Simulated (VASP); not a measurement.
# Mg4Be5Zn3S12 (P1) in VASP: relaxation of cell and atoms with PBE

Aim: the relaxation of cell and atoms of Mg4Be5Zn3S12 with PBE.

Program: VASP 6.6.1. These are calculated values, not measurements. Logs are shortened: lines on timing, memory, paths and dates and some standing lists are left out, and cuts for length are marked.

### Step 1. The cell of the first run

The typed cell holds 24 atoms: a = 6.394 Å, b = 8.869 Å, c = 8.962 Å, α = 78.65°, β = 69.55°, γ = 69.40°.

### Step 2. Relaxation of cell and atoms, PBE

INCAR reads:

```
SYSTEM = Mg4Be5Zn3S12
PREC = Accurate
ENCUT = 600
EDIFF = 1E-6
ISMEAR = 0
SIGMA = 0.1
LREAL = Auto
LASPH = .TRUE.
NELM = 60
ALGO = Normal
ISIF = 3
LWAVE = .FALSE.
LCHARG = .FALSE.
GGA = PE
IBRION = 2
NSW = 45
EDIFFG = -0.04
ISYM = 0
```

KPOINTS reads:

```
Automatic mesh
0
G
  3 2 2
  0 0 0
```

POSCAR reads:

```
Mg4Be5Zn3S12
1.0
    5.5384042105      3.1940044589     -0.0374152937
   -0.0709775400      6.4409560187      6.0970182960
    5.5836377221     -3.3423408046      6.1615900504
Be Mg S Zn
5 4 12 3
Direct
    0.1823942561      0.8293621944      0.1529001950
    0.6712025642      0.9969161969      0.0043333944
    0.0629333038      0.5996852262      0.9299361584
    0.5741432490      0.4322593584      0.0777617831
    0.5792536853      0.7468803695      0.7728937316
    0.1636290418      0.1626303715      0.8488372449
    0.1611920363      0.5074671811      0.4974779023
    0.6498732316      0.3427569872      0.6807383871
    0.0841284434      0.9089697673      0.5869200209
    0.9476101067      0.3892566751      0.0198740316
    0.9499739046      0.6774462709      0.7221885345
    0.0133894995      0.0033583350      0.3267432036
    0.4433613196      0.5438483663      0.8764566616
    0.5049288805      0.8379215087      0.5432259455
    0.5039775350      0.1947528289      0.1624733080
    0.8863827391      0.4322048742      0.4277232645
    0.9074676768      0.7866229955      0.0941004047
    0.8679250919      0.0931794104      0.7939858497
    0.3921265623      0.6136483054      0.2472792174
    0.4196101883      0.9192438685      0.9524735043
    0.3940552051      0.2588115490      0.5964640299
    0.6715715626      0.6733434169      0.3237695683
    0.0938037571      0.2504580961      0.2330949206
    0.6015760876      0.0749037071      0.4026354982
```

Potentials or basis: VASP PAW PBE potentials, release 64 (Be, Mg, S, Zn).

Launch:

```sh
cat potpaw_PBE.64/Be/POTCAR potpaw_PBE.64/Mg/POTCAR potpaw_PBE.64/S/POTCAR potpaw_PBE.64/Zn/POTCAR > POTCAR
mpirun -np 1 vasp_std > vasp.out
```

OUTCAR:

```text
SYSTEM = Mg4Be5Zn3S12
   PREC = Accurate
   ENCUT = 600
   EDIFF = 1E-6
   ISMEAR = 0
   LREAL = Auto
   LASPH = .TRUE.
   NELM = 60
   ISIF = 3
   GGA = PE
   IBRION = 2
   NSW = 45
   EDIFFG = -0.04
   ISYM = 0

 ion  position               nearest neighbor table
   1  0.182  0.829  0.153-  19 2.13  20 2.13  12 2.14  17 2.17
   2  0.671  0.997  0.004-  18 2.08  17 2.16  20 2.17  15 2.20
   3  0.063  0.600  0.930-  11 2.13  10 2.15  17 2.16  13 2.20
   4  0.574  0.432  0.078-  19 2.16  10 2.17  13 2.17  15 2.24
   5  0.579  0.747  0.773-  11 2.13  20 2.17  13 2.18  14 2.21
   6  0.164  0.163  0.849-  18 2.40  21 2.41  20 2.45  10 2.47
   7  0.161  0.507  0.497-  16 2.38  21 2.39  19 2.43  11 2.45   9 3.63
   8  0.650  0.343  0.681-  21 2.40  16 2.41  18 2.41  13 2.44
   9  0.084  0.909  0.587-  18 2.42  11 2.44  14 2.44  12 2.46   7 3.63
  10  0.948  0.389  0.020-   3 2.15   4 2.17  23 2.36   6 2.47
  11  0.950  0.677  0.722-   5 2.13   3 2.13   9 2.44   7 2.45
  12  0.013  0.003  0.327-   1 2.14  23 2.35  24 2.35   9 2.46
  13  0.443  0.544  0.876-   4 2.17   5 2.18   3 2.20   8 2.44
  14  0.505  0.838  0.543-   5 2.21  22 2.39  24 2.39   9 2.44
  15  0.504  0.195  0.162-   2 2.20   4 2.24  23 2.36  24 2.39
  16  0.886  0.432  0.428-  22 2.32  23 2.32   7 2.38   8 2.41
  17  0.907  0.787  0.094-   3 2.16   2 2.16   1 2.17  22 2.37
  18  0.868  0.093  0.794-   2 2.08   6 2.40   8 2.41   9 2.42
  19  0.392  0.614  0.247-   1 2.13   4 2.16  22 2.37   7 2.43
  20  0.420  0.919  0.952-   1 2.13   5 2.17   2 2.17   6 2.45
  21  0.394  0.259  0.596-  24 2.33   7 2.39   8 2.40   6 2.41
  22  0.672  0.673  0.324-  16 2.32  17 2.37  19 2.37  14 2.39
  23  0.094  0.250  0.233-  16 2.32  12 2.35  10 2.36  15 2.36
  24  0.602  0.075  0.403-  21 2.33  12 2.35  14 2.39  15 2.39

IMPORTANT INFORMATION: All symmetrisations will be switched off!
NOSYMM: (Re-)initialisation of all symmetry stuff for point group C_1.

----------------------------------------------------------------------------------------

                                     Primitive cell

  volume of cell :     444.1322

  direct lattice vectors                    reciprocal lattice vectors
     5.538404211  3.194004459 -0.037415294     0.135240918  0.077636518 -0.080441669
    -0.070977540  6.440956019  6.097018296    -0.044029891  0.077306467  0.081834642
     5.583637722 -3.342340805  6.161590050     0.044389699 -0.076024881  0.080830262

  length of vectors
     6.393511210  8.869305742  8.961776845     0.175466227  0.120879402  0.119514682

  position of ions in fractional coordinates (direct lattice)
     0.182394256  0.829362194  0.152900195
     0.671202564  0.996916197  0.004333394
     0.062933304  0.599685226  0.929936158
     0.574143249  0.432259358  0.077761783
     0.579253685  0.746880369  0.772893732
     0.163629042  0.162630372  0.848837245
[... 16 lines left out ...]
     0.093803757  0.250458096  0.233094921
     0.601576088  0.074903707  0.402635498

  ion indices of the primitive-cell ions
   primitive index   ion index
                 1           1
                 2           2
                 3           3
                 4           4
                 5           5
                 6           6
[... 16 lines left out ...]
                23          23
                24          24

----------------------------------------------------------------------------------------

 KPOINTS: Automatic mesh

Automatic generation of k-mesh.
 Grid dimensions read from file:
 generate k-points for:    3    2    2

 Generating k-lattice:

  Cartesian coordinates                     Fractional coordinates (reciprocal lattice)
     0.045080306  0.025878839 -0.026813890     0.333333333  0.000000000  0.000000000
    -0.022014945  0.038653234  0.040917321    -0.000000000  0.500000000 -0.000000000
     0.022194850 -0.038012441  0.040415131    -0.000000000 -0.000000000  0.500000000

  Length of vectors
     0.058488742  0.060439701  0.059757341

  Shift w.r.t. Gamma in fractional coordinates (k-lattice)
     0.000000000  0.000000000  0.000000000

 Subroutine IBZKPT returns following result:
 ===========================================

 Found      8 irreducible k-points:

 Following reciprocal coordinates:
            Coordinates               Weight
  0.000000  0.000000  0.000000      1.000000
  0.333333  0.000000 -0.000000      2.000000
 -0.000000  0.500000  0.000000      1.000000
  0.333333  0.500000 -0.000000      2.000000
  0.000000 -0.000000  0.500000      1.000000
  0.333333 -0.000000  0.500000      2.000000
  0.000000  0.500000  0.500000      1.000000
  0.333333  0.500000  0.500000      2.000000
   k-points           NKPTS =      8   k-points in BZ     NKDIM =      8   number of bands    NBANDS=     76
   number of dos      NEDOS =    301   number of ions     NIONS =     24
   total plane-waves  NPLWV = 279936
   dimension x,y,z NGX =    54 NGY =   72 NGZ =   72
   dimension x,y,z NGXF=   108 NGYF=  144 NGZF=  144
   ions per type =               5   4  12   3
   NGX,Y,Z   is equivalent  to a cutoff of  14.04, 13.50, 13.36 a.u.
   NGXF,Y,Z  is equivalent  to a cutoff of  28.08, 26.99, 26.71 a.u.
 SYSTEM =  Mg4Be5Zn3S12
   PREC   = accura    normal or accurate (medium, high low for compatibility)
   ISTART =      0    job   : 0-new  1-cont  2-samecut
   ICHARG =      2    charge: 1-file 2-atom 10-const
   ISPIN  =      1    spin polarized calculation?
   LNONCOLLINEAR =      F non collinear calculations
   LSORBIT =      F    spin-orbit coupling
   LASPH  =      T    aspherical Exc in radial PAW
   ENCUT  =  600.0 eV  44.10 Ry    6.64 a.u.  12.77 17.71 17.90*2*pi/ulx,y,z
   NELM   =     60;   NELMIN=  2; NELMDL= -5     # of ELM steps
   EDIFF  = 0.1E-05   stopping-criterion for ELM
   LREAL  =      T    real-space projection
   EDIFFG = -.4E-01   stopping-criterion for IOM
   NSW    =     45    number of steps for IOM
   IBRION =      2    ionic relax: 0-MD 1-quasi-New 2-CG
   NFREE  =      1    steps in history (QN), initial steepest desc. (CG)
   ISIF   =      3    stress and relaxation
   ISYM   =      0    0-nonsym 1-usesym 2-fastsym
   POTIM  = 0.5000    time-step for ionic-motion
   TEBEG  =    0.0;   TEEND  =   0.0 temperature during run
   PSTRESS=    0.0 pullay stress
   NELECT =     126.0000    total number of electrons
   NUPDOWN=      -1.0000    fix difference up-down
   EMIN   =  10.00;   EMAX   =-10.00  energy-range for DOS
   EFERMI =   0.00;   METHOD = LEGACY
   ISMEAR =     0;   SIGMA  =   0.10  broadening in eV -4-tet -1-fermi 0-gaus
   EFERMI_NEDOS =   21; number of points for ismear=-14 and -15
   IALGO  =     38    algorithm
   IMIX   =      4    mixing-type and parameters
     AMIX     =   0.40;   BMIX     =  1.00
     AMIX_MAG =   1.60;   BMIX_MAG =  1.00
  volume/ion in A,a.u.               =      18.51       124.88
  Fermi-wavevector in a.u.,A,eV,Ry     =   1.075708  2.032793 15.743941  1.157147
  Thomas-Fermi vector in A             =   2.211572
   LORBIT       =      0    0 simple, 1 ext, 2 COOP (PROOUT), +10 PAW based schemes
   GGA     = PE    functional components
   LHFCALC =     F    Hartree Fock is set to
   AEXX    =    0.0000 exact exchange contribution
   IVDW    =     0    specifies the selected vdW correction
   LEPSILON=     F    determine dielectric tensor
   LRPA    =     F    only Hartree local field effects (RPA)
 conjugate gradient relaxation of ions
 non-spin polarized calculation
 Gauss-broadening in eV      SIGMA  =   0.10
  energy-cutoff  :      600.00
  volume of cell :      444.13
 maximum number of plane-waves:     14848
 NGX is ok and might be reduce to    54
   NGX = 25   NGY = 35   NGZ = 35

 number of electron     125.9999993 magnetization

 Free energy of the ion-electron system (eV)
  ---------------------------------------------------
  ext. energy  EPLUGINS =         0.00000000
  ---------------------------------------------------
  free energy    TOTEN  =      -103.18745494 eV

  energy without entropy =     -103.18745494  energy(sigma->0) =     -103.18745494

 E-fermi :   2.8686     XC(G=0):  -9.1732

 val. band max:        2.4357238835   @ k =   0.0000   0.0000   0.0000
 cond. band min:       5.8126666283   @ k =   0.0000   0.0000   0.0000
 fundamental gap:      3.3769427449
 Fermi energy:         2.8685621927

 k-point     1 :       0.0000    0.0000    0.0000
  band No.  band energies     occupation
      1     -10.3005      2.00000
      2      -9.4399      2.00000
      3      -9.3796      2.00000
      4      -9.3204      2.00000
      5      -9.2890      2.00000
      6      -9.1233      2.00000
[... 67 lines left out ...]
     74       8.0926      0.00000
     75       8.1449      0.00000

 k-point     2 :       0.3333    0.0000   -0.0000
  band No.  band energies     occupation
      1     -10.0587      2.00000
      2      -9.5199      2.00000
      3      -9.4446      2.00000
      4      -9.3539      2.00000
      5      -9.2385      2.00000
      6      -9.1479      2.00000
[... 67 lines left out ...]
     74       7.9958      0.00000
     75       8.1958      0.00000

 k-point     3 :      -0.0000    0.5000    0.0000
  band No.  band energies     occupation
      1     -10.1247      2.00000
      2      -9.9085      2.00000
      3      -9.3166      2.00000
      4      -9.2612      2.00000
      5      -9.1943      2.00000
      6      -9.1115      2.00000
[... 379 lines left out ...]
     74       8.0200      0.00000
     75       8.0762      0.00000

 k-point     8 :       0.3333    0.5000    0.5000
  band No.  band energies     occupation
      1      -9.9353      2.00000
      2      -9.6139      2.00000
      3      -9.5616      2.00000
      4      -9.4686      2.00000
      5      -9.2432      2.00000
      6      -9.1528      2.00000
[... 67 lines left out ...]
     74       7.8112      0.00000
     75       8.0474      0.00000
 [bands above 75 left out]

------------------------ aborting loop because EDIFF is reached ----------------------------------------

  FORCE on cell =-STRESS in cart. coord.  units (eV):
  Direction    XX          YY          ZZ          XY          YZ          ZX
  --------------------------------------------------------------------------------------
  -------------------------------------------------------------------------------------
  Total        0.0168784      0.0560057     -0.0321923     -0.0206873      0.0055016      0.0024912
  in kB        0.0608876      0.2020367     -0.1161314     -0.0746282      0.0198465      0.0089868
  external PRESSURE =       0.0489310 kB  Pullay stress =       0.0000000 kB

 VOLUME and BASIS-vectors are now :
 -----------------------------------------------------------------------------
  energy-cutoff  :      600.00
  volume of cell :      444.13
      direct lattice vectors                 reciprocal lattice vectors
     5.538404211  3.194004459 -0.037415294     0.135240918  0.077636518 -0.080441669
    -0.070977540  6.440956019  6.097018296    -0.044029891  0.077306467  0.081834642
     5.583637722 -3.342340805  6.161590050     0.044389699 -0.076024881  0.080830262

 POSITION                                       TOTAL-FORCE (eV/Angst)
 -----------------------------------------------------------------------------------
      1.80505      5.41341      5.99192        -0.011179     -0.006105     -0.000161
      3.67083      8.55043      6.07980        -0.010748     -0.011220      0.001724
      5.49841      0.95539      9.38382         0.013755      0.009287     -0.000598
      3.58335      4.35807      3.09315         0.009268     -0.000129     -0.006010
      7.47069      4.07749      9.29432         0.003132      0.002032     -0.003756
      5.63430     -1.26698      6.21563        -0.003632      0.001490     -0.005980
[... 16 lines left out ...]
      1.80326      1.13372      2.95977         0.006777     -0.002075     -0.003125
      5.57463      1.05814      2.91506        -0.006147      0.000011     -0.002342
 -----------------------------------------------------------------------------------
    total drift:                                0.002542      0.005179      0.001435

  FREE ENERGIE OF THE ION-ELECTRON SYSTEM (eV)
  ---------------------------------------------------
  free  energy   TOTEN  =      -103.1874549383 eV

  energy  without entropy=     -103.1874549383  energy(sigma->0) =     -103.18745494

 reached required accuracy - stopping structural energy minimisation
```

It took 5.6 min on 1 thread of Intel Xeon 6975P-C (Granite Rapids), shared host; peak memory 0.71 GiB.

What came out:

| Quantity | Value |
| --- | --- |
| Free energy | -103.1875 eV |
| Pressure after relaxing | 0.0 GPa |
| Largest force after relaxing | 0.027 eV/Å |
| Band gap on the k mesh | 3.38 eV |

Forces in eV/Å, atoms in the order of the input:
```
Be  -0.011 -0.006  0.000
Be  -0.011 -0.011  0.002
Be   0.014  0.009 -0.001
Be   0.009  0.000 -0.006
Be   0.003  0.002 -0.004
Mg  -0.004  0.001 -0.006
Mg  -0.001 -0.003 -0.003
Mg  -0.004 -0.002 -0.004
Mg   0.004  0.002 -0.001
S   -0.015 -0.006 -0.011
S   -0.008  0.010 -0.008
S    0.017 -0.008 -0.003
S   -0.013 -0.005 -0.001
S   -0.012 -0.012  0.010
S    0.003  0.009 -0.003
S    0.012 -0.008  0.015
S    0.018  0.009 -0.005
S    0.003  0.015 -0.003
S    0.004 -0.015 -0.003
S   -0.009  0.024  0.006
S    0.003 -0.004  0.027
Zn  -0.004 -0.001  0.007
Zn   0.007 -0.002 -0.003
Zn  -0.006  0.000 -0.002
```

Final structure:
```
Be Mg S Zn
1.0
     5.53840    3.19400   -0.03742
    -0.07098    6.44096    6.09702
     5.58364   -3.34234    6.16159
Be Mg S Zn
5 4 12 3
Direct
  0.18239 0.82936 0.15290
  0.67120 0.99692 0.00433
  0.06293 0.59969 0.92994
  0.57414 0.43226 0.07776
  0.57925 0.74688 0.77289
  0.16363 0.16263 0.84884
  0.16119 0.50747 0.49748
  0.64987 0.34276 0.68074
  0.08413 0.90897 0.58692
  0.94761 0.38926 0.01987
  0.94997 0.67745 0.72219
  0.01339 0.00336 0.32674
  0.44336 0.54385 0.87646
  0.50493 0.83792 0.54323
  0.50398 0.19475 0.16247
  0.88638 0.43220 0.42772
  0.90747 0.78662 0.09410
  0.86793 0.09318 0.79399
  0.39213 0.61365 0.24728
  0.41961 0.91924 0.95247
  0.39406 0.25881 0.59646
  0.67157 0.67334 0.32377
  0.09380 0.25046 0.23309
  0.60158 0.07490 0.40264
```

Levels at points of the mesh, in eV from the valence-band top:
```tsv
k point	band 59	band 60	band 61	band 62	band 63	band 64	band 65	band 66	band 67	band 68
(0.00, 0.00, 0.00)	-0.72	-0.68	-0.13	-0.06	0.00	3.38	3.67	3.93	4.26	4.34
(0.00, 0.50, 0.00)	-0.76	-0.53	-0.37	-0.33	-0.25	4.08	4.31	4.53	4.67	4.78
(0.00, 0.00, 0.50)	-0.80	-0.51	-0.46	-0.44	-0.16	4.23	4.36	4.39	4.72	4.78
(0.00, 0.50, 0.50)	-0.61	-0.43	-0.41	-0.24	-0.20	3.80	4.14	4.43	4.82	4.90
```

Caveat: the relaxation stopped at its first step, so nothing moved. A k mesh can miss the band edges.
